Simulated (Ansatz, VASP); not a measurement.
# BN: VASP beside Ansatz

```
CELL_PARAMETERS angstrom
0.00000 1.80483 1.70105
1.80483 0.00000 1.70105
1.80483 1.80483 0.00000
ATOMIC_POSITIONS crystal
B 0.00000 0.00000 0.00000
N 0.25000 0.25000 0.25000
```

Change from the starting cell: uniaxial_z strain -5.8%.

Alike in both runs: task single point; functional HSE06; k mesh 8 × 8 × 8; no spin polarisation.

```csv
,VASP,Ansatz
version,VASP 6.6.1,Ansatz 0.2.0
potentials or method,"VASP PAW PBE potentials, release 64 (B, N)","plane waves, PAW"
plane-wave cutoff (eV),520,420
occupations,"gaussian, width 0.01 eV",fixed
valence electrons in the cell,8,8
```

|  | VASP | Ansatz | Ansatz less VASP |
| --- | --- | --- | --- |
| gap on the k mesh at the Fermi level (eV) | 4.77 | 4.78 | +0.016 |
| pressure (GPa) | 21.8 | 21.0 | -0.71 |
| traceless stress, the component that is largest in VASP (GPa) | 24.67 | 24.69 | +0.012 |

Ansatz's warnings: stress exchange threshold loose, stress scf threshold loose.
